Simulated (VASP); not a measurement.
Write the native input for VASP 6.6.1 that does the following.

```
Task                   : single point
Functional             : PBEsol
Potentials or basis    : VASP PAW PBE potentials, release 64 (Cd)
Cutoff                 : 520 eV
k mesh                 : 14 × 14 × 14
Occupations            : gaussian, width 0.1 eV
Spin                   : no spin polarisation
Dipole correction      : no
Further INCAR settings : ALGO = Fast; EDIFF = 1e-06; NBANDS = 12
```

The structure of Cd lies in POSCAR:

```
Cd
1.0
    0.0236011133      2.3188537486      2.2829640857
    2.1891585328      0.0614427481      2.2451224510
    2.1553539306      2.2472075117      0.0952473503
Cd
1
Direct
    0.0000000000      0.0000000000      0.0000000000
```

This cell differs from its parent crystal: the cell strained at random.

These files were run (other wordings do the same):

INCAR

```
SYSTEM = Cd
PREC = Accurate
ENCUT = 520
EDIFF = 1E-6
ISMEAR = 0
SIGMA = 0.1
LREAL = .False.
LASPH = .True.
NELM = 80
ALGO = Fast
ISIF = 2
LWAVE = .False.
LCHARG = .False.
GGA = PS
NBANDS = 12
```

KPOINTS

```
Automatic mesh
0
Gamma
  14 14 14
  0 0 0
```

Potentials or basis: VASP PAW PBE potentials, release 64 (Cd).

Run with:

```sh
$ cat potpaw_PBE.64/Cd/POTCAR > POTCAR
$ mpirun -np 1 vasp_std > vasp.out
```

It gave:

```json
{"Pressure": "-1.1 GPa", "Band gap on the k mesh": "zero (bands 6 and 7 overlap by 3.38 eV)"}
```

Caveat: the cell differs from its parent crystal (the cell strained at random); the PAW data sets were made with another functional, which shifts forces and pressure a little.

Run time: 4.6 min on 1 thread of Intel Xeon 8259CL, with other jobs on the host, peak memory 0.43 GiB.
